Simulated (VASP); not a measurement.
# AlN (P6_3mc) in VASP: a series of runs

The runs below take AlN through single point, with r2SCAN.

Everything below comes from runs of VASP 6.6.1. Logs are shortened: lines on timing, memory, paths and dates and some standing lists are left out, and cuts for length are marked.

### 1 The cell of the first run

It takes space group P6_3mc (No. 186, hexagonal). Conventional cell: a = 3.048 Å, b = 3.048 Å, c = 4.862 Å, α = 90.00°, β = 90.00°, γ = 120.00°. Within 2.5 Å of Al (site symmetry 3m) lie 4 N at 1.85 to 1.86 Å. Within 2.5 Å of N (site symmetry 3m) lie 4 Al at 1.85 to 1.86 Å.

### 2 Single point, r2SCAN (9.78 Å³/atom)

File POSCAR:

```
AlN
1.0
    3.0480597402      0.0000000000      0.0000000000
   -1.5240298701      2.6396971673      0.0000000000
    0.0000000000      0.0000000000      4.8615444651
Al N
2 2
Direct
    0.3333333333      0.6666666667     -0.0014902365
    0.6666666667      0.3333333333      0.4985097635
    0.3333333333      0.6666666667      0.3814902365
    0.6666666667      0.3333333333      0.8814902365
```

File INCAR.step1:

```
PREC = Accurate
ENCUT = 520
ISMEAR = 0
SIGMA = 0.02
LREAL = False
LASPH = True
NELM = 100
NBANDS = 16
GGA = PE
ALGO = Normal
EDIFF = 1E-4
LWAVE = True
LCHARG = False
```

File INCAR.step2:

```
PREC = Accurate
ENCUT = 520
EDIFF = 1E-6
ISMEAR = 0
SIGMA = 0.02
LREAL = False
LASPH = True
NELM = 100
ALGO = Normal
ISIF = 2
LWAVE = False
LCHARG = False
METAGGA = R2SCAN
LMIXTAU = True
NBANDS = 16
ISTART = 1
```

File KPOINTS:

```
regular mesh
0
Gamma
  9 9 6
```

Potentials or basis: VASP PAW PBE potentials, release 64 (Al, N).

Launch:

```console
cat potpaw_PBE.64/Al/POTCAR potpaw_PBE.64/N/POTCAR > POTCAR
cp INCAR.step1 INCAR
mpirun -np 1 vasp_std > vasp.out
cp INCAR.step2 INCAR
mpirun -np 1 vasp_std > vasp.out
```

OUTCAR:

```text
PREC = Accurate
   ENCUT = 520
   EDIFF = 1E-6
   ISMEAR = 0
   LREAL = False
   LASPH = True
   NELM = 100
   ISIF = 2
   METAGGA = R2SCAN
   ISTART = 1

 ion  position               nearest neighbor table
   1  0.333  0.667  0.999-   4 1.85   4 1.85   4 1.85   3 1.86   2 3.00   2 3.00   2 3.00   2 3.00
                             2 3.00   2 3.00
   2  0.667  0.333  0.499-   3 1.85   3 1.85   3 1.85   4 1.86   1 3.00   1 3.00   1 3.00   1 3.00
                             1 3.00   1 3.00
   3  0.333  0.667  0.381-   2 1.85   2 1.85   2 1.85   1 1.86
   4  0.667  0.333  0.881-   1 1.85   1 1.85   1 1.85   2 1.86

  LATTYP: Found a hexagonal cell.
 ALAT       =     3.0480597402
 C/A-ratio  =     1.5949636423

  Lattice vectors:

 A1 = (   3.0480597402,   0.0000000000,   0.0000000000)
 A2 = (  -1.5240298701,   2.6396971673,   0.0000000000)
 A3 = (   0.0000000000,   0.0000000000,   4.8615444651)

Analysis of symmetry for initial positions (statically):
=====================================================================
 Subroutine PRICEL returns:
 Original cell was already a primitive cell.

 Routine SETGRP: Setting up the symmetry group for a
 hexagonal supercell.

 Subroutine GETGRP returns: Found 12 space group operations
 (whereof  6 operations were pure point group operations)
 out of a pool of 24 trial point group operations.

The static configuration has the point symmetry C_3v.
 The point group associated with its full space group is C_6v.

Analysis of symmetry for dynamics (positions and initial velocities):
=====================================================================
 Subroutine PRICEL returns:
 Original cell was already a primitive cell.

 Routine SETGRP: Setting up the symmetry group for a
 hexagonal supercell.

 Subroutine GETGRP returns: Found 12 space group operations
 (whereof  6 operations were pure point group operations)
 out of a pool of 24 trial point group operations.

The dynamic configuration has the point symmetry C_3v.
 The point group associated with its full space group is C_6v.

 Subroutine INISYM returns: Found 12 space group operations
 (whereof  6 operations are pure point group operations),
 and found     1 'primitive' translations

----------------------------------------------------------------------------------------

                                     Primitive cell

  volume of cell :      39.1158

  direct lattice vectors                    reciprocal lattice vectors
     3.048059740  0.000000000  0.000000000     0.328077559  0.189415667  0.000000000
    -1.524029870  2.639697167  0.000000000     0.000000000  0.378831334  0.000000000
     0.000000000  0.000000000  4.861544465     0.000000000  0.000000000  0.205695949

  length of vectors
     3.048059740  3.048059740  4.861544465     0.378831334  0.378831334  0.205695949

  position of ions in fractional coordinates (direct lattice)
     0.333333333  0.666666667  0.998509764
     0.666666667  0.333333333  0.498509764
     0.333333333  0.666666667  0.381490236
     0.666666667  0.333333333  0.881490236

  ion indices of the primitive-cell ions
   primitive index   ion index
                 1           1
                 2           2
                 3           3
                 4           4

----------------------------------------------------------------------------------------

 KPOINTS: regular mesh

Automatic generation of k-mesh.
 Grid dimensions read from file:
 generate k-points for:    9    9    6

 Generating k-lattice:

  Cartesian coordinates                     Fractional coordinates (reciprocal lattice)
     0.036453062  0.021046185  0.000000000     0.111111111  0.000000000  0.000000000
     0.000000000  0.042092370  0.000000000     0.000000000  0.111111111  0.000000000
     0.000000000  0.000000000  0.034282658     0.000000000  0.000000000  0.166666667

  Length of vectors
     0.042092370  0.042092370  0.034282658

  Shift w.r.t. Gamma in fractional coordinates (k-lattice)
     0.000000000  0.000000000  0.000000000

 Subroutine IBZKPT returns following result:
 ===========================================

 Found     48 irreducible k-points:

 Following reciprocal coordinates:
            Coordinates               Weight
  0.000000  0.000000  0.000000      1.000000
  0.111111  0.000000  0.000000      6.000000
  0.222222  0.000000  0.000000      6.000000
  0.333333 -0.000000  0.000000      6.000000
  0.444444  0.000000  0.000000      6.000000
  0.111111  0.111111  0.000000      6.000000
[... 16 lines left out ...]
  0.333333  0.222222  0.166667     24.000000
  0.333333  0.333333  0.166667      4.000000
 [... further k-points ...]
   k-points           NKPTS =     48   k-points in BZ     NKDIM =     48   number of bands    NBANDS=     16
   number of dos      NEDOS =    301   number of ions     NIONS =      4
   total plane-waves  NPLWV =  20736
   dimension x,y,z NGX =    24 NGY =   24 NGZ =   36
   dimension x,y,z NGXF=    48 NGYF=   48 NGZF=   72
   ions per type =               2   2
   NGX,Y,Z   is equivalent  to a cutoff of  13.09, 13.09, 12.31 a.u.
   NGXF,Y,Z  is equivalent  to a cutoff of  26.18, 26.18, 24.62 a.u.
 SYSTEM =  unknown system
   PREC   = accura    normal or accurate (medium, high low for compatibility)
   ISTART =      1    job   : 0-new  1-cont  2-samecut
   ICHARG =      0    charge: 1-file 2-atom 10-const
   ISPIN  =      1    spin polarized calculation?
   LNONCOLLINEAR =      F non collinear calculations
   LSORBIT =      F    spin-orbit coupling
   LASPH  =      T    aspherical Exc in radial PAW
   ENCUT  =  520.0 eV  38.22 Ry    6.18 a.u.   5.67  5.67  9.04*2*pi/ulx,y,z
   NELM   =    100;   NELMIN=  2; NELMDL=  0     # of ELM steps
   EDIFF  = 0.1E-05   stopping-criterion for ELM
   LREAL  =      F    real-space projection
[... 7 lines left out ...]
   TEBEG  =    0.0;   TEEND  =   0.0 temperature during run
   PSTRESS=    0.0 pullay stress
   NELECT =      16.0000    total number of electrons
   NUPDOWN=      -1.0000    fix difference up-down
   EMIN   =  10.00;   EMAX   =-10.00  energy-range for DOS
   EFERMI =   0.00;   METHOD = LEGACY
   ISMEAR =     0;   SIGMA  =   0.02  broadening in eV -4-tet -1-fermi 0-gaus
   EFERMI_NEDOS =   21; number of points for ismear=-14 and -15
   IALGO  =     38    algorithm
   IMIX   =      4    mixing-type and parameters
     AMIX     =   0.40;   BMIX     =  1.00
     AMIX_MAG =   1.60;   BMIX_MAG =  1.00
  volume/ion in A,a.u.               =       9.78        65.99
  Fermi-wavevector in a.u.,A,eV,Ry     =   1.215246  2.296482 20.093396  1.476823
  Thomas-Fermi vector in A             =   2.350639
   LORBIT       =      0    0 simple, 1 ext, 2 COOP (PROOUT), +10 PAW based schemes
   METAGGA = R2SCAN    functional components
   LHFCALC =     F    Hartree Fock is set to
   AEXX    =    0.0000 exact exchange contribution
   IVDW    =     0    specifies the selected vdW correction
   LEPSILON=     F    determine dielectric tensor
   LRPA    =     F    only Hartree local field effects (RPA)
 non-spin polarized calculation
 Gauss-broadening in eV      SIGMA  =   0.02
  energy-cutoff  :      520.00
  volume of cell :       39.12
 maximum number of plane-waves:      1087
 NGX is ok and might be reduce to    24
   NGX = 11   NGY = 11   NGZ = 19

 number of electron      16.0000000 magnetization

 Free energy of the ion-electron system (eV)
  ---------------------------------------------------
  ext. energy  EPLUGINS =         0.00000000
  ---------------------------------------------------
  free energy    TOTEN  =       -38.35066447 eV

  energy without entropy =      -38.35066447  energy(sigma->0) =      -38.35066447

 E-fermi :   6.6583     XC(G=0): -11.7020

 val. band max:        6.5646577741   @ k =   0.0000   0.0000   0.0000
 cond. band min:      12.0349601809   @ k =   0.0000   0.0000   0.0000
 fundamental gap:      5.4703024069
 Fermi energy:         6.6583493875

 k-point     1 :       0.0000    0.0000    0.0000
  band No.  band energies     occupation
      1      -9.8420      2.00000
      2      -7.5018      2.00000
      3       0.1843      2.00000
      4       5.5807      2.00000
      5       5.5807      2.00000
      6       6.2686      2.00000
[... 8 lines left out ...]
     15      21.2395      0.00000
     16      21.3454      0.00000

 k-point     2 :       0.1111    0.0000    0.0000
  band No.  band energies     occupation
      1      -9.6728      2.00000
      2      -7.4079      2.00000
      3       0.3837      2.00000
      4       4.8601      2.00000
      5       5.3688      2.00000
      6       5.6078      2.00000
[... 8 lines left out ...]
     15      21.0160      0.00000
     16      21.1384      0.00000

 k-point     3 :       0.2222    0.0000    0.0000
  band No.  band energies     occupation
      1      -9.1931      2.00000
      2      -7.1741      2.00000
      3       0.9620      2.00000
      4       3.2956      2.00000
      5       4.3116      2.00000
      6       4.9365      2.00000
[... 8 lines left out ...]
     15      20.4325      0.00000
     16      20.8721      0.00000

 k-point     4 :       0.3333   -0.0000    0.0000
  band No.  band energies     occupation
      1      -8.5027      2.00000
      2      -6.9514      2.00000
      3       1.7681      2.00000
      4       1.8630      2.00000
      5       3.0606      2.00000
      6       4.5356      2.00000
[... 8 lines left out ...]
     15      20.4176      0.00000
     16      22.6481      0.00000
[... 324 lines left out ...]
 k-point    22 :       0.2222    0.2222    0.1667
  band No.  band energies     occupation
      1      -8.0630      2.00000
      2      -6.9704      2.00000
      3       1.6937      2.00000
      4       1.9122      2.00000
      5       3.2940      2.00000
      6       3.7429      2.00000
[... 8 lines left out ...]
     15      20.5023      0.00000
     16      23.3633      0.00000

 k-point    23 :       0.3333    0.2222    0.1667
  band No.  band energies     occupation
      1      -7.5036      2.00000
      2      -6.9658      2.00000
      3       1.2261      2.00000
      4       2.0031      2.00000
      5       2.8398      2.00000
      6       3.9167      2.00000
[... 8 lines left out ...]
     15      20.8521      0.00000
     16      23.3083      0.00000

 k-point    24 :       0.3333    0.3333    0.1667
  band No.  band energies     occupation
      1      -7.1341      2.00000
      2      -7.1341      2.00000
      3       1.4681      2.00000
      4       2.1968      2.00000
      5       2.1968      2.00000
      6       3.6198      2.00000
[... 8 lines left out ...]
     15      20.9855      0.00000
     16      23.6654      0.00000

 [... further k-points ...]

------------------------ aborting loop because EDIFF is reached ----------------------------------------

  FORCE on cell =-STRESS in cart. coord.  units (eV):
  Direction    XX          YY          ZZ          XY          YZ          ZX
  --------------------------------------------------------------------------------------
  -------------------------------------------------------------------------------------
  Total        3.4853288      3.4853288      3.4899552      0.0000000      0.0000000      0.0000000
  in kB      142.7586684    142.7586684    142.9481676      0.0000000      0.0000000      0.0000000
  external PRESSURE =     142.8218348 kB  Pullay stress =       0.0000000 kB

 VOLUME and BASIS-vectors are now :
 -----------------------------------------------------------------------------
  energy-cutoff  :      520.00
  volume of cell :       39.12
      direct lattice vectors                 reciprocal lattice vectors
     3.048059740  0.000000000  0.000000000     0.328077559  0.189415667  0.000000000
    -1.524029870  2.639697167  0.000000000     0.000000000  0.378831334  0.000000000
     0.000000000  0.000000000  4.861544465     0.000000000  0.000000000  0.205695949

 POSITION                                       TOTAL-FORCE (eV/Angst)
 -----------------------------------------------------------------------------------
     -0.00000      1.75980      4.85430         0.000000     -0.000000     -0.001845
      1.52403      0.87990      2.42353        -0.000000      0.000000     -0.001845
     -0.00000      1.75980      1.85463         0.000000      0.000000      0.001845
      1.52403      0.87990      4.28540         0.000000     -0.000000      0.001845
 -----------------------------------------------------------------------------------
    total drift:                               -0.000000      0.000000     -0.029194

  FREE ENERGIE OF THE ION-ELECTRON SYSTEM (eV)
  ---------------------------------------------------
  free  energy   TOTEN  =       -38.3506644665 eV

  energy  without entropy=      -38.3506644665  energy(sigma->0) =      -38.35066447
```

It took 58 s on 1 thread of AMD EPYC 9R45 (Zen 5), shared host; peak memory 0.14 GiB.

What came out:

* Free energy: -38.3507 eV
* Pressure: 14.3 GPa
* Band gap on the k mesh: 5.47 eV

Levels at points of the mesh, in eV from the valence-band top:
| k point | band 4 | band 5 | band 6 | band 7 | band 8 | band 9 | band 10 | band 11 | band 12 | band 13 |
| --- | --- | --- | --- | --- | --- | --- | --- | --- | --- | --- |
| (0.00, 0.00, 0.00) | -0.98 | -0.98 | -0.30 | -0.30 | 0.00 | 5.47 | 8.03 | 12.16 | 12.42 | 12.42 |
| (0.00, 0.00, 0.50) | -3.49 | -0.65 | -0.65 | -0.65 | -0.65 | 7.79 | 7.79 | 11.85 | 11.85 | 12.74 |

Caveat: the cell stands under pressure; the PAW data sets were made with another functional, which shifts forces and pressure a little; an odd mesh through Γ misses points on the zone boundary, where band edges can lie.

### 3 Single point, r2SCAN (10.09 Å³/atom)

This run uses another cell than the first one, of 10.09 Å³/atom.

File POSCAR:

```
AlN
1.0
    3.0774948001      0.0000000000      0.0000000000
   -1.5387474000      2.6651886769      0.0000000000
    0.0000000000      0.0000000000      4.9211934432
Al N
2 2
Direct
    0.3333333333      0.6666666667     -0.0010647168
    0.6666666667      0.3333333333      0.4989352832
    0.3333333333      0.6666666667      0.3810647168
    0.6666666667      0.3333333333      0.8810647168
```

File INCAR.step1:

```
SYSTEM = AlN
ALGO = Normal ; EDIFF = 1E-4
ENCUT = 520 ; GGA = PE
ISMEAR = 0 ; LASPH = .True.
LCHARG = .False. ; LREAL = .False.
LWAVE = .True. ; NBANDS = 16
NELM = 80 ; PREC = Accurate
SIGMA = 0.02
```

File INCAR.step2:

```
SYSTEM = AlN
ALGO = Normal ; EDIFF = 1E-6
ENCUT = 520 ; ISIF = 2
ISMEAR = 0 ; ISTART = 1
LASPH = .True. ; LCHARG = .False.
LMIXTAU = .True. ; LREAL = .False.
LWAVE = .False. ; METAGGA = R2SCAN
NBANDS = 16 ; NELM = 80
PREC = Accurate ; SIGMA = 0.02
```

File KPOINTS:

```
k-points
0
Gamma
  9 9 6
  0 0 0
```

Potentials or basis: VASP PAW PBE potentials, release 64 (Al, N).

Launch:

```console
cat potpaw_PBE.64/Al/POTCAR potpaw_PBE.64/N/POTCAR > POTCAR
cp INCAR.step1 INCAR
mpirun -np 1 vasp_std > vasp.out
cp INCAR.step2 INCAR
mpirun -np 1 vasp_std > vasp.out
```

Run time: 57 s. Hardware: 1 thread of AMD EPYC 9R45 (Zen 5), shared host; peak memory 0.14 GiB.

The run converged. Its results:

```
Free energy            : -38.4320 eV
Pressure               : 6.4 GPa
Largest force          : 0.008 eV/Å
Band gap on the k mesh : 5.19 eV
```

Forces on the atoms (eV/Å):
```
Al   0.000  0.000 -0.008
Al   0.000  0.000 -0.008
N    0.000  0.000  0.008
N    0.000  0.000  0.008
```

Stress tensor (GPa, compression positive):
```
6.38 0.00 0.00
0.00 6.38 0.00
0.00 0.00 6.48
```

Levels at points of the mesh, in eV from the valence-band top:
| k point | band 6 | band 7 | band 8 | band 9 | band 10 | band 11 |
| --- | --- | --- | --- | --- | --- | --- |
| (0.00, 0.00, 0.00) | -0.25 | -0.25 | 0.00 | 5.19 | 7.79 | 11.88 |
| (0.00, 0.00, 0.50) | -0.60 | -0.60 | -0.60 | 7.52 | 7.52 | 11.58 |

Caveat: the cell stands under pressure; the PAW data sets were made with another functional, which shifts forces and pressure a little; an odd mesh through Γ misses points on the zone boundary, where band edges can lie.

(Continued in part 2 of 2.)
